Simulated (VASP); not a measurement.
Input of a VASP 6.6.1 run:

File INCAR:

```
PREC = Accurate ; ENCUT = 600
EDIFF = 1E-6 ; ISMEAR = 0
SIGMA = 0.01 ; LREAL = False
LASPH = True ; NELM = 120
ALGO = Normal ; ISIF = 2
LWAVE = False ; LCHARG = False
GGA = CA ; NBANDS = 11
GGA_COMPAT = False
```

Contents of KPOINTS:

```
Automatic mesh
0
Gamma
  6 6 6
```

The input POSCAR:

```
MgS
1.0
    0.0000000000      2.8308768389      2.8308768389
    2.8308768389      0.0000000000      2.8308768389
    2.8308768389      2.8308768389      0.0000000000
Mg S
1 1
Direct
    0.0000000000      0.0000000000      0.0000000000
    0.2500000000      0.2500000000      0.2500000000
```

Potentials or basis: VASP PAW LDA potentials, release 64 (Mg, S).

Launch:

```console
$ cat potpaw_LDA.64/Mg/POTCAR potpaw_LDA.64/S/POTCAR > POTCAR
$ mpirun -np 1 vasp_std > vasp.out
```

Problem. Predict the pressure.

Solution. -2.4 GPa.

Problem. What does it give for the band gap on the k mesh?

Solution. 3.19 eV.

A k mesh can miss the band edges.
